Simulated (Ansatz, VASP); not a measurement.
Si in VASP and in Ansatz

```
Si
1.0
    -2.43821    2.43821    1.25739
     2.43821   -2.43821    1.25739
     2.43821    2.43821   -1.25739
Si
2
Direct
  0.25000 0.75000 0.50000
  0.50000 0.50000 0.00000
```

Alike in both runs: task single point; functional LDA; k mesh 22 × 22 × 22; occupations gaussian, width 0.15 eV; no spin polarisation.

|  | VASP | Ansatz |
| --- | --- | --- |
| version | VASP 6.6.1 | Ansatz 0.2.0 |
| potentials or method | VASP PAW LDA potentials, release 64 (Si), cutoff 520 eV | scalar-relativistic, plane waves, PAW |
| valence electrons in the cell | 8 | 8 |

```tsv
	VASP	Ansatz	Ansatz less VASP
gap on the k mesh at the Fermi level (eV)	none	none	-
pressure (GPa)	-0.9	-1.0	-0.08
traceless stress, the component that is largest in VASP (GPa)	5.51	5.49	-0.020
```

LDA's correlation is that of Perdew and Zunger in VASP and of Perdew and Wang (1992) in Ansatz. A gap of «none» marks a metal or a gap that the smearing closes.
